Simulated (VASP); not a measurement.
# TePb in VASP: settings compared

The runs below take TePb through single point, with PBEsol, PBE.

Program: VASP 6.6.1. These are calculated values, not measurements. Logs are shortened: lines on timing, memory, paths and dates and some standing lists are left out, and cuts for length are marked.

## Step 1: The cell of the first run

Symmetry: Fm-3m, No. 225, cubic system. Conventional cell: a = 6.707 Å, b = 6.707 Å, c = 6.707 Å, α = 90.00°, β = 90.00°, γ = 90.00°. Within 4.4 Å of Te (site symmetry m-3m) lie 6 Pb at 3.35 Å. Within 4.4 Å of Pb (site symmetry m-3m) lie 6 Te at 3.35 Å.

## Step 2: Single point, PBEsol (functional PBEsol, strained)

The input, INCAR:

```
SYSTEM = TePb
  PREC = Accurate
  ENCUT = 520
  EDIFF = 1E-6
  ISMEAR = 0
  SIGMA = 0.02
  LREAL = .FALSE.
  LASPH = .TRUE.
  NELM = 80
  ALGO = Normal
  ISIF = 2
  LWAVE = .FALSE.
  LCHARG = .TRUE.
  GGA = PS
  LELF = .TRUE.
  LVHAR = .TRUE.
  NBANDS = 17
```

The input, KPOINTS:

```
Automatic mesh
0
G
  8 8 8
  0 0 0
```

The input, POSCAR:

```
TePb
1.0
    0.0000000000      3.3536597500      3.3536597500
    3.3536597500      0.0000000000      3.3536597500
    3.3536597500      3.3536597500      0.0000000000
Te Pb
1 1
Direct
    0.5000000000      0.5000000000      0.5000000000
    0.0000000000      0.0000000000      0.0000000000
```

Potentials or basis: VASP PAW PBE potentials, release 64 (Te, Pb_d).

On the command line:

```
cat potpaw_PBE.64/Te/POTCAR potpaw_PBE.64/Pb_d/POTCAR > POTCAR
mpirun -np 1 vasp_std > vasp.out
```

OUTCAR:

```text
SYSTEM = TePb
   PREC = Accurate
   ENCUT = 520
   EDIFF = 1E-6
   ISMEAR = 0
   LREAL = .FALSE.
   LASPH = .TRUE.
   NELM = 80
   ISIF = 2
   GGA = PS

 ion  position               nearest neighbor table
   1  0.500  0.500  0.500-   2 3.35   2 3.35   2 3.35   2 3.35   2 3.35   2 3.35
   2  0.000  0.000  0.000-   1 3.35   1 3.35   1 3.35   1 3.35   1 3.35   1 3.35

  LATTYP: Found a face centered cubic cell.
 ALAT       =     6.7073195000

  Lattice vectors:

 A1 = (   0.0000000000,   3.3536597500,   3.3536597500)
 A2 = (   3.3536597500,   0.0000000000,   3.3536597500)
 A3 = (   3.3536597500,   3.3536597500,   0.0000000000)

Analysis of symmetry for initial positions (statically):
=====================================================================
 Subroutine PRICEL returns:
 Original cell was already a primitive cell.

 Routine SETGRP: Setting up the symmetry group for a
 face centered cubic supercell.

 Subroutine GETGRP returns: Found 48 space group operations
[... 9 lines left out ...]

 Routine SETGRP: Setting up the symmetry group for a
 face centered cubic supercell.

 Subroutine GETGRP returns: Found 48 space group operations
[... 11 lines left out ...]
                                     Primitive cell

  volume of cell :      75.4374

  direct lattice vectors                    reciprocal lattice vectors
     0.000000000  3.353659750  3.353659750    -0.149090855  0.149090855  0.149090855
     3.353659750  0.000000000  3.353659750     0.149090855 -0.149090855  0.149090855
     3.353659750  3.353659750  0.000000000     0.149090855  0.149090855 -0.149090855

  length of vectors
     4.742791102  4.742791102  4.742791102     0.258232936  0.258232936  0.258232936

  position of ions in fractional coordinates (direct lattice)
     0.500000000  0.500000000  0.500000000
     0.000000000  0.000000000  0.000000000

  ion indices of the primitive-cell ions
   primitive index   ion index
                 1           1
                 2           2

----------------------------------------------------------------------------------------

 KPOINTS: Automatic mesh

Automatic generation of k-mesh.
 Grid dimensions read from file:
 generate k-points for:    8    8    8

 Generating k-lattice:

  Cartesian coordinates                     Fractional coordinates (reciprocal lattice)
    -0.018636357  0.018636357  0.018636357     0.125000000  0.000000000  0.000000000
     0.018636357 -0.018636357  0.018636357     0.000000000  0.125000000  0.000000000
     0.018636357  0.018636357 -0.018636357     0.000000000  0.000000000  0.125000000

  Length of vectors
     0.032279117  0.032279117  0.032279117

  Shift w.r.t. Gamma in fractional coordinates (k-lattice)
     0.000000000  0.000000000  0.000000000

 Subroutine IBZKPT returns following result:
 ===========================================

 Found     29 irreducible k-points:

 Following reciprocal coordinates:
            Coordinates               Weight
  0.000000  0.000000  0.000000      1.000000
  0.125000  0.000000  0.000000      8.000000
  0.250000  0.000000  0.000000      8.000000
  0.375000  0.000000  0.000000      8.000000
  0.500000  0.000000  0.000000      4.000000
  0.125000  0.125000  0.000000      6.000000
[... 16 lines left out ...]
  0.500000  0.250000  0.125000     48.000000
 -0.375000  0.250000  0.125000     24.000000
 [... further k-points ...]
   k-points           NKPTS =     29   k-points in BZ     NKDIM =     29   number of bands    NBANDS=     17
   number of dos      NEDOS =    301   number of ions     NIONS =      2
   total plane-waves  NPLWV =  46656
   dimension x,y,z NGX =    36 NGY =   36 NGZ =   36
   dimension x,y,z NGXF=    72 NGYF=   72 NGZF=   72
   ions per type =               1   1
   NGX,Y,Z   is equivalent  to a cutoff of  12.62, 12.62, 12.62 a.u.
   NGXF,Y,Z  is equivalent  to a cutoff of  25.24, 25.24, 25.24 a.u.
 SYSTEM =  TePb
   PREC   = accura    normal or accurate (medium, high low for compatibility)
   ISTART =      0    job   : 0-new  1-cont  2-samecut
   ICHARG =      2    charge: 1-file 2-atom 10-const
   ISPIN  =      1    spin polarized calculation?
   LNONCOLLINEAR =      F non collinear calculations
   LSORBIT =      F    spin-orbit coupling
   LASPH  =      T    aspherical Exc in radial PAW
   ENCUT  =  520.0 eV  38.22 Ry    6.18 a.u.   8.82  8.82  8.82*2*pi/ulx,y,z
   NELM   =     80;   NELMIN=  2; NELMDL= -5     # of ELM steps
   EDIFF  = 0.1E-05   stopping-criterion for ELM
   LREAL  =      F    real-space projection
   EDIFFG = 0.1E-04   stopping-criterion for IOM
   NSW    =      0    number of steps for IOM
   IBRION =     -1    ionic relax: 0-MD 1-quasi-New 2-CG
   NFREE  =      0    steps in history (QN), initial steepest desc. (CG)
   ISIF   =      2    stress and relaxation
   ISYM   =      2    0-nonsym 1-usesym 2-fastsym
   POTIM  = 0.5000    time-step for ionic-motion
   TEBEG  =    0.0;   TEEND  =   0.0 temperature during run
   PSTRESS=    0.0 pullay stress
   NELECT =      20.0000    total number of electrons
   NUPDOWN=      -1.0000    fix difference up-down
   EMIN   =  10.00;   EMAX   =-10.00  energy-range for DOS
   EFERMI =   0.00;   METHOD = LEGACY
   ISMEAR =     0;   SIGMA  =   0.02  broadening in eV -4-tet -1-fermi 0-gaus
   EFERMI_NEDOS =   21; number of points for ismear=-14 and -15
   IALGO  =     38    algorithm
   IMIX   =      4    mixing-type and parameters
     AMIX     =   0.40;   BMIX     =  1.00
     AMIX_MAG =   1.60;   BMIX_MAG =  1.00
  volume/ion in A,a.u.               =      37.72       254.54
  Fermi-wavevector in a.u.,A,eV,Ry     =   1.051693  1.987412 15.048848  1.106059
  Thomas-Fermi vector in A             =   2.186747
   LORBIT       =      0    0 simple, 1 ext, 2 COOP (PROOUT), +10 PAW based schemes
   GGA     = PS    functional components
   LHFCALC =     F    Hartree Fock is set to
   AEXX    =    0.0000 exact exchange contribution
   IVDW    =     0    specifies the selected vdW correction
   LEPSILON=     F    determine dielectric tensor
   LRPA    =     F    only Hartree local field effects (RPA)
 non-spin polarized calculation
 Gauss-broadening in eV      SIGMA  =   0.02
  energy-cutoff  :      520.00
  volume of cell :       75.44
 maximum number of plane-waves:      2085
   NGX = 17   NGY = 17   NGZ = 17

 number of electron      20.0000000 magnetization

 Free energy of the ion-electron system (eV)
  ---------------------------------------------------
  ext. energy  EPLUGINS =         0.00000000
  ---------------------------------------------------
  free energy    TOTEN  =        -8.13683742 eV

  energy without entropy =       -8.13683742  energy(sigma->0) =       -8.13683742

 E-fermi :   4.2615     XC(G=0):  -8.9805

 val. band max:        4.0947199774   @ k =   0.5000   0.0000   0.0000
 cond. band min:       4.9603143039   @ k =   0.5000   0.0000   0.0000
 fundamental gap:      0.8655943265
 Fermi energy:         4.2615365486

 k-point     1 :       0.0000    0.0000    0.0000
  band No.  band energies     occupation
      1     -12.3851      2.00000
      2     -12.3851      2.00000
      3     -12.3818      2.00000
      4     -12.3818      2.00000
      5     -12.3818      2.00000
      6      -7.0721      2.00000
[... 9 lines left out ...]
     16      10.0944      0.00000
     17      11.1275      0.00000

 k-point     2 :       0.1250    0.0000    0.0000
  band No.  band energies     occupation
      1     -12.3861      2.00000
      2     -12.3861      2.00000
      3     -12.3815      2.00000
      4     -12.3803      2.00000
      5     -12.3803      2.00000
      6      -6.9586      2.00000
[... 9 lines left out ...]
     16      10.3621      0.00000
     17      12.0493      0.00000

 k-point     3 :       0.2500    0.0000    0.0000
  band No.  band energies     occupation
      1     -12.3892      2.00000
      2     -12.3892      2.00000
      3     -12.3807      2.00000
      4     -12.3763      2.00000
      5     -12.3763      2.00000
      6      -6.6355      2.00000
[... 9 lines left out ...]
     16      11.1044      0.00000
     17      13.7458      0.00000

 k-point     4 :       0.3750    0.0000    0.0000
  band No.  band energies     occupation
      1     -12.3924      2.00000
      2     -12.3924      2.00000
      3     -12.3800      2.00000
      4     -12.3722      2.00000
      5     -12.3722      2.00000
      6      -6.1849      2.00000
[... 9 lines left out ...]
     16      12.2496      0.00000
     17      14.2472      0.00000

 k-point     5 :       0.5000    0.0000    0.0000
  band No.  band energies     occupation
      1     -12.3937      2.00000
      2     -12.3937      2.00000
      3     -12.3797      2.00000
      4     -12.3705      2.00000
      5     -12.3705      2.00000
      6      -5.9094      2.00000
[... 9 lines left out ...]
     16      13.3575      0.00000
     17      13.3575      0.00000

 k-point     6 :       0.1250    0.1250    0.0000
  band No.  band energies     occupation
      1     -12.3885      2.00000
      2     -12.3840      2.00000
      3     -12.3827      2.00000
      4     -12.3795      2.00000
      5     -12.3795      2.00000
      6      -6.9216      2.00000
[... 9 lines left out ...]
     16      10.8048      0.00000
     17      11.5789      0.00000
[... 281 lines left out ...]
 k-point    21 :       0.5000    0.5000    0.0000
  band No.  band energies     occupation
      1     -12.4193      2.00000
      2     -12.3878      2.00000
      3     -12.3779      2.00000
      4     -12.3654      2.00000
      5     -12.3654      2.00000
      6      -5.7538      2.00000
[... 9 lines left out ...]
     16      14.2641      0.00000
     17      14.8168      0.00000

 k-point    22 :       0.3750    0.2500    0.1250
  band No.  band energies     occupation
      1     -12.3971      2.00000
      2     -12.3856      2.00000
      3     -12.3823      2.00000
      4     -12.3740      2.00000
      5     -12.3729      2.00000
      6      -6.3788      2.00000
[... 9 lines left out ...]
     16      12.4953      0.00000
     17      13.0232      0.00000

 k-point    23 :       0.5000    0.2500    0.1250
  band No.  band energies     occupation
      1     -12.4000      2.00000
      2     -12.3879      2.00000
      3     -12.3798      2.00000
      4     -12.3728      2.00000
      5     -12.3704      2.00000
      6      -5.9922      2.00000
[... 9 lines left out ...]
     16      12.9002      0.00000
     17      13.8436      0.00000

 k-point    24 :      -0.3750    0.2500    0.1250
  band No.  band energies     occupation
      1     -12.4010      2.00000
      2     -12.3892      2.00000
      3     -12.3774      2.00000
      4     -12.3740      2.00000
      5     -12.3690      2.00000
      6      -5.7752      2.00000
[... 9 lines left out ...]
     16      13.8217      0.00000
     17      14.0062      0.00000

 [... further k-points ...]

------------------------ aborting loop because EDIFF is reached ----------------------------------------

  FORCE on cell =-STRESS in cart. coord.  units (eV):
  Direction    XX          YY          ZZ          XY          YZ          ZX
  --------------------------------------------------------------------------------------
  -------------------------------------------------------------------------------------
  Total       -1.9537608     -1.9537608     -1.9537608      0.0000000      0.0000000      0.0000000
  in kB      -41.4949246    -41.4949246    -41.4949246      0.0000000      0.0000000      0.0000000
  external PRESSURE =     -41.4949246 kB  Pullay stress =       0.0000000 kB

 VOLUME and BASIS-vectors are now :
 -----------------------------------------------------------------------------
  energy-cutoff  :      520.00
  volume of cell :       75.44
      direct lattice vectors                 reciprocal lattice vectors
     0.000000000  3.353659750  3.353659750    -0.149090855  0.149090855  0.149090855
     3.353659750  0.000000000  3.353659750     0.149090855 -0.149090855  0.149090855
     3.353659750  3.353659750  0.000000000     0.149090855  0.149090855 -0.149090855

 POSITION                                       TOTAL-FORCE (eV/Angst)
 -----------------------------------------------------------------------------------
      3.35366      3.35366      3.35366        -0.000000      0.000000      0.000000
      0.00000      0.00000      0.00000         0.000000     -0.000000     -0.000000
 -----------------------------------------------------------------------------------
    total drift:                               -0.000000      0.000000      0.000000

  FREE ENERGIE OF THE ION-ELECTRON SYSTEM (eV)
  ---------------------------------------------------
  free  energy   TOTEN  =        -8.1368374159 eV

  energy  without entropy=       -8.1368374159  energy(sigma->0) =       -8.13683742
```

It took 14 s on 1 thread of Intel Xeon 6975P-C (Granite Rapids), shared host; peak memory 0.21 GiB.

What came out:

| Item | Value |
| --- | --- |
| Free energy | -8.1368 eV |
| Pressure | -4.1 GPa |
| Band gap on the k mesh | 0.87 eV, direct |

Caveat: the cell differs from its parent crystal (functional PBEsol, strained); the PAW data sets were made with another functional, which shifts forces and pressure a little; spin-orbit coupling is left out, which moves the levels of the heavy elements. A k mesh can miss the band edges.

## Step 3: Single point, PBE (strained and its atoms moved)

The input, INCAR:

```
SYSTEM = TePb
ALGO = Normal ; EDIFF = 1E-6
ENCUT = 520 ; GGA = PE
ISIF = 2 ; ISMEAR = 0
LASPH = .TRUE. ; LCHARG = .FALSE.
LREAL = .FALSE. ; LWAVE = .FALSE.
NBANDS = 17 ; NELM = 100
PREC = Accurate ; SIGMA = 0.02
```

The input, KPOINTS:

```
k-points
0
G
  8 8 8
  0 0 0
```

The input, POSCAR:

```
TePb
1.0
    0.0000000000      3.1016310500      3.1500360500
    3.1500360500      0.0000000000      3.1500360500
    3.1500360500      3.1016310500      0.0000000000
Te Pb
1 1
Direct
    0.5092965603      0.4907034397      0.5092965603
   -0.0092965603      0.0092965603     -0.0092965603
```

Potentials or basis: VASP PAW PBE potentials, release 64 (Te, Pb_d).

On the command line:

```
cat potpaw_PBE.64/Te/POTCAR potpaw_PBE.64/Pb_d/POTCAR > POTCAR
mpirun -np 1 vasp_std > vasp.out
```

OUTCAR:

```text
SYSTEM = TePb
   EDIFF = 1E-6
   ENCUT = 520
   GGA = PE
   ISIF = 2
   ISMEAR = 0
   LASPH = .TRUE.
   LREAL = .FALSE.
   NELM = 100
   PREC = Accurate

 ion  position               nearest neighbor table
   1  0.509  0.491  0.509-   2 2.99   2 3.15   2 3.15   2 3.15   2 3.15   2 3.22
   2  0.991  0.009  0.991-   1 2.99   1 3.15   1 3.15   1 3.15   1 3.15   1 3.22

  LATTYP: Found a body centered tetragonal cell.
 ALAT       =     4.4548237039
 C/A-ratio  =     1.3924820627

  Lattice vectors:

 A1 = (   0.0000000000,  -3.1016310500,   3.1500360500)
 A2 = (   0.0000000000,  -3.1016310500,  -3.1500360500)
 A3 = (   3.1500360500,   3.1016310500,   0.0000000000)

Analysis of symmetry for initial positions (statically):
=====================================================================
 Subroutine PRICEL returns:
 Original cell was already a primitive cell.

 Routine SETGRP: Setting up the symmetry group for a
 body centered tetragonal supercell.

 Subroutine GETGRP returns: Found  8 space group operations
 (whereof  8 operations were pure point group operations)
 out of a pool of 16 trial point group operations.

The static configuration has the point symmetry C_4v.

Analysis of symmetry for dynamics (positions and initial velocities):
[... 161 lines left out ...]

 val. band max:        6.8662806697   @ k =   0.5000   0.0000   0.0000
 cond. band min:       7.4665249629   @ k =   0.5000   0.0000   0.0000
 fundamental gap:      0.6002442932
 Fermi energy:         6.9516899997

 k-point     1 :       0.0000    0.0000    0.0000
  band No.  band energies     occupation
      1     -10.0282      2.00000
      2     -10.0277      2.00000
      3     -10.0108      2.00000
      4     -10.0076      2.00000
      5     -10.0076      2.00000
      6      -5.9787      2.00000
[... 457 lines left out ...]
      4      -9.9906      2.00000
      5      -9.9841      2.00000
      6      -4.8240      2.00000
[... 9 lines left out ...]
     16      15.5071      0.00000
     17      17.5204      0.00000

 [... further k-points ...]

------------------------ aborting loop because EDIFF is reached ----------------------------------------

  FORCE on cell =-STRESS in cart. coord.  units (eV):
  Direction    XX          YY          ZZ          XY          YZ          ZX
  --------------------------------------------------------------------------------------
  -------------------------------------------------------------------------------------
  Total        2.4922931      3.8901439      2.4922931     -0.0000000      0.0000000      0.0000000
  in kB       64.8721838    101.2570027     64.8721838     -0.0000000      0.0000000      0.0000000
  external PRESSURE =      77.0004568 kB  Pullay stress =       0.0000000 kB

 VOLUME and BASIS-vectors are now :
 -----------------------------------------------------------------------------
  energy-cutoff  :      520.00
  volume of cell :       61.55
      direct lattice vectors                 reciprocal lattice vectors
     0.000000000  3.101631050  3.150036050    -0.158728342  0.161205505  0.158728342
     3.150036050  0.000000000  3.150036050     0.158728342 -0.161205505  0.158728342
     3.150036050  3.101631050  0.000000000     0.158728342  0.161205505 -0.158728342

 POSITION                                       TOTAL-FORCE (eV/Angst)
 -----------------------------------------------------------------------------------
      3.15004      3.15930      3.15004         0.000000     -0.283751      0.000000
      3.15004      6.14559      3.15004         0.000000      0.283751      0.000000
 -----------------------------------------------------------------------------------
    total drift:                               -0.000000     -0.000305     -0.000000

  FREE ENERGIE OF THE ION-ELECTRON SYSTEM (eV)
  ---------------------------------------------------
  free  energy   TOTEN  =        -7.3106225775 eV

  energy  without entropy=       -7.3106225775  energy(sigma->0) =       -7.31062258
```

OSZICAR:

```text
N       E                     dE             d eps       ncg     rms          rms(c)
DAV:   1     0.151803080543E+03    0.15180E+03   -0.92575E+03  2006   0.116E+03
DAV:   2     0.263137744641E+01   -0.14917E+03   -0.14483E+03  2163   0.299E+02
DAV:   3    -0.713434919963E+01   -0.97657E+01   -0.96909E+01  2595   0.828E+01
DAV:   4    -0.738778930970E+01   -0.25344E+00   -0.25325E+00  2553   0.145E+01
DAV:   5    -0.739774314768E+01   -0.99538E-02   -0.99535E-02  3004   0.262E+00    0.428E+00
DAV:   6    -0.731270601697E+01    0.85037E-01   -0.17369E-01  2971   0.327E+00    0.267E+00
DAV:   7    -0.730976323734E+01    0.29428E-02   -0.71893E-02  2712   0.143E+00    0.906E-01
DAV:   8    -0.731051600249E+01   -0.75277E-03   -0.84561E-03  2538   0.910E-01    0.181E-01
DAV:   9    -0.731060061678E+01   -0.84614E-04   -0.57155E-04  3019   0.274E-01    0.445E-02
DAV:  10    -0.731061623381E+01   -0.15617E-04   -0.72780E-05  2483   0.693E-02    0.188E-02
DAV:  11    -0.731062280652E+01   -0.65727E-05   -0.27776E-05  2566   0.467E-02    0.196E-02
DAV:  12    -0.731062257747E+01    0.22906E-06   -0.18343E-06  2122   0.835E-03
   1 F= -.73106226E+01 E0= -.73106226E+01  d E =-.105942E-11
```

It took 26 s on 1 thread of Intel Xeon 6975P-C (Granite Rapids), shared host; peak memory 0.23 GiB.

Results:

```yaml
Free_energy: -7.3106 eV
Pressure: 7.7 GPa
Largest_force: 0.284 eV/Å
Band_gap_on_the_k_mesh: 0.60 eV, direct
```

Forces on the atoms (eV/Å):
```
Te   0.000 -0.284  0.000
Pb   0.000  0.284  0.000
```

Caveat: the cell differs from its parent crystal (strained and its atoms moved); spin-orbit coupling is left out, which moves the levels of the heavy elements. A k mesh can miss the band edges.
